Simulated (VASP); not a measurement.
# Na (P6_3/mmc) in VASP: notebook, part 2 of 2

VASP 6.6.1.

## (4) Single point, PBEsol

This run uses another cell than the first one, of 36.94 Å³/atom, 1.018 times its volume.

Contents of INCAR:

```
SYSTEM = Na
PREC     = Accurate       ! precision mode
ENCUT    = 520            ! plane-wave cutoff, eV
EDIFF    = 1E-6           ! SCF threshold, eV
ISMEAR   = 0              ! smearing method
SIGMA    = 0.1            ! smearing width, eV
LREAL    = .FALSE.        ! projectors in reciprocal space
LASPH    = .TRUE.         ! aspherical terms in the spheres
NELM     = 100            ! most SCF steps
ALGO     = Normal         ! electronic algorithm
ISIF     = 2              ! what is computed and relaxed
LWAVE    = .FALSE.        ! write WAVECAR
LCHARG   = .FALSE.        ! write CHGCAR
GGA      = PS             ! functional
NBANDS   = 14             ! bands
```

Contents of KPOINTS:

```
Automatic mesh
0
G
  6 6 4
  0 0 0
```

Contents of POSCAR:

```
Na
1.0
    3.6887707041      0.0000000000      0.0000000000
   -1.8443853520      3.1945691385      0.0000000000
    0.0000000000      0.0000000000      6.2691940000
Na
2
Direct
    0.3333333300      0.6666666700      0.2500000000
    0.6666666700      0.3333333300      0.7500000000
```

Potentials or basis: VASP PAW PBE potentials, release 64 (Na_pv).

Started as:

```bash
$ cat potpaw_PBE.64/Na_pv/POTCAR > POTCAR
$ mpirun -np 1 vasp_std > vasp.out
```

OUTCAR:

```text
SYSTEM = Na
   PREC = Accurate
   ENCUT = 520
   EDIFF = 1E-6
   ISMEAR = 0
   LREAL = .FALSE.
   LASPH = .TRUE.
   NELM = 100
   ISIF = 2
   GGA = PS

 ion  position               nearest neighbor table
   1  0.333  0.667  0.250-
   2  0.667  0.333  0.750-

  LATTYP: Found a hexagonal cell.
 ALAT       =     3.6887707041
 C/A-ratio  =     1.6995347510

  Lattice vectors:

 A1 = (   3.6887707041,   0.0000000000,   0.0000000000)
[... 539 lines left out ...]

------------------------ aborting loop because EDIFF is reached ----------------------------------------

  FORCE on cell =-STRESS in cart. coord.  units (eV):
  Direction    XX          YY          ZZ          XY          YZ          ZX
  --------------------------------------------------------------------------------------
  -------------------------------------------------------------------------------------
  Total        0.2164322      0.2164322     -0.5508295      0.0000000      0.0000000      0.0000000
  in kB        4.6938233      4.6938233    -11.9459881      0.0000000      0.0000000      0.0000000
  external PRESSURE =      -0.8527805 kB  Pullay stress =       0.0000000 kB

 VOLUME and BASIS-vectors are now :
 -----------------------------------------------------------------------------
  energy-cutoff  :      520.00
  volume of cell :       73.88
      direct lattice vectors                 reciprocal lattice vectors
     3.688770704  0.000000000  0.000000000     0.271093023  0.156515630  0.000000000
    -1.844385352  3.194569138  0.000000000     0.000000000  0.313031259  0.000000000
     0.000000000  0.000000000  6.269194000     0.000000000  0.000000000  0.159510138

 POSITION                                       TOTAL-FORCE (eV/Angst)
 -----------------------------------------------------------------------------------
     -0.00000      2.12971      1.56730        -0.000000      0.000000      0.000000
      1.84439      1.06486      4.70190         0.000000     -0.000000      0.000000
 -----------------------------------------------------------------------------------
    total drift:                               -0.000001      0.000001      0.000000

  FREE ENERGIE OF THE ION-ELECTRON SYSTEM (eV)
  ---------------------------------------------------
  free  energy   TOTEN  =        -2.7919607337 eV

  energy  without entropy=       -2.7890910312  energy(sigma->0) =       -2.79052588
```

OSZICAR:

```text
N       E                     dE             d eps       ncg     rms          rms(c)
DAV:   1     0.103327776130E+03    0.10333E+03   -0.77116E+03   588   0.960E+02
DAV:   2     0.136535180009E+01   -0.10196E+03   -0.10073E+03   594   0.279E+02
DAV:   3    -0.273914693448E+01   -0.41045E+01   -0.41008E+01   768   0.646E+01
DAV:   4    -0.279518279924E+01   -0.56036E-01   -0.56034E-01   660   0.816E+00
DAV:   5    -0.279642321324E+01   -0.12404E-02   -0.12404E-02   756   0.123E+00    0.330E-01
DAV:   6    -0.279308013658E+01    0.33431E-02   -0.47696E-03   726   0.107E+00    0.200E-01
DAV:   7    -0.279205257723E+01    0.10276E-02   -0.42366E-03   738   0.874E-01    0.651E-02
DAV:   8    -0.279196006735E+01    0.92510E-04   -0.45710E-04   756   0.379E-01    0.397E-03
DAV:   9    -0.279196073375E+01   -0.66640E-06   -0.50616E-06   636   0.281E-02
   1 F= -.27919607E+01 E0= -.27905259E+01  d E =-.286970E-02
```

stdout:

```text
POSCAR found type information on POSCAR Na
 POSCAR found :  1 types and       2 ions
 scaLAPACK will be used
 -----------------------------------------------------------------------------
|                                                                             |
|                                                                             |
|     You enforced a specific xc type in the INCAR file but a different       |
|     I HOPE YOU KNOW WHAT YOU ARE DOING!                                     |
|                                                                             |
 -----------------------------------------------------------------------------

 LDA part: xc-table for (Slater+PW92), standard interpolation
 POSCAR, INCAR and KPOINTS ok, starting setup
 FFT: planning ... GRIDC
 FFT: planning ... GRID_SOFT
 FFT: planning ... GRID
 WAVECAR not read
 entering main loop
```

Run time: 12 s. Hardware: 1 thread of Intel Xeon Platinum 8488C (Sapphire Rapids), shared host; peak memory 0.18 GiB.

Results:

```
Free energy            : -2.7920 eV
Pressure               : -0.1 GPa
Band gap on the k mesh : zero (band 7 reaches 2.46 eV, above the bottom of band 8 at -1.99 eV)
```

Levels at points of the mesh, in eV from the Fermi level:
| k point | band 3 | band 4 | band 5 | band 6 | band 7 | band 8 | band 9 | band 10 | band 11 | band 12 |
| --- | --- | --- | --- | --- | --- | --- | --- | --- | --- | --- |
| (0.00, 0.00, 0.00) | -24.73 | -24.73 | -24.72 | -24.72 | -3.23 | 0.43 | 0.79 | 10.38 | 10.38 | 10.38 |
| (0.50, 0.00, 0.00) | -24.74 | -24.74 | -24.73 | -24.73 | 0.37 | 0.52 | 3.83 | 3.87 | 4.27 | 4.58 |
| (0.00, 0.00, 0.50) | -24.73 | -24.73 | -24.73 | -24.73 | -2.25 | -2.25 | 5.16 | 5.16 | 10.93 | 10.93 |
| (0.50, 0.00, 0.50) | -24.73 | -24.73 | -24.73 | -24.73 | 1.14 | 1.14 | 1.65 | 1.65 | 7.71 | 7.71 |

Caveat: the PAW data sets were made with another functional, which shifts forces and pressure a little.

## (5) Summary

| task | cell | k mesh | cutoff (eV) | gap on the mesh (eV) | pressure (GPa) |
| --- | --- | --- | --- | --- | --- |
| single point | a = 3.714, b = 3.714, c = 6.074 Å, angles 90.0, 90.0, 120.0°, 2 atoms | 15 × 15 × 8 | 520 | none | 0.0 |
| relaxation of cell and atoms | relaxed from a = 3.689, b = 3.689, c = 6.269 Å, angles 90.0, 90.0, 120.0°, 2 atoms | 15 × 15 × 8 | 600 | none | 0.0 |
| single point | a = 3.689, b = 3.689, c = 6.269 Å, angles 90.0, 90.0, 120.0°, 2 atoms | 6 × 6 × 4 | 520 | none | -0.1 |

Alike in all rows: level PBEsol; potentials or basis VASP PAW PBE potentials, release 64 (Na_pv); no spin polarisation; smearing gaussian 0.1 eV.

Caveats: the PAW data sets were made with another functional, which shifts forces and pressure a little.

Absolute energies hang on the potentials; compare differences alone.
